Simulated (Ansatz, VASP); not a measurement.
**One calculation of Ta3N, two programs**

```
Ta N
1.0
     3.02177    0.00000    0.00000
    -1.51089    2.61693    0.00000
     0.00000    0.00000    7.55759
Ta N
3 1
Direct
  0.00000 0.00000 0.50000
  0.31806 0.63613 0.16564
  0.66667 0.33333 0.82640
  0.00000 0.00000 0.00000
```

Alike in both runs: task single point; functional PBE; k mesh 18 × 18 × 6; occupations gaussian, width 0.15 eV; no spin polarisation.

|  | VASP | Ansatz |
| --- | --- | --- |
| version | VASP 6.6.1 | Ansatz 0.2.0 |
| potentials or method | VASP PAW PBE potentials, release 64 (Ta_pv, N), cutoff 520 eV | scalar-relativistic, plane waves, PAW |
| valence electrons in the cell | 38 | 44 |

VASP gave:

| Item | Value |
| --- | --- |
| gap on the k mesh at the Fermi level (eV) | none |
| pressure (GPa) | 1.9 |
| traceless stress, the component that is largest in VASP (GPa) | 1.66 |
| rms of the force components (eV/Å) | 0.445 |

Q: What did Ansatz give for the same quantities?

A: gap on the k mesh at the Fermi level (eV): none; pressure (GPa): 1.6; traceless stress, the component that is largest in VASP (GPa): 1.64; rms of the force components (eV/Å): 0.431.

Atom by atom the forces differ by 0.021 eV/Å (rms over components). A gap of «none» marks a metal or a gap that the smearing closes. VASP's potentials hold 38 valence electrons a cell and Ansatz's 44, so a difference there can come from the potentials and not from the codes.

Spin-orbit coupling is off throughout.
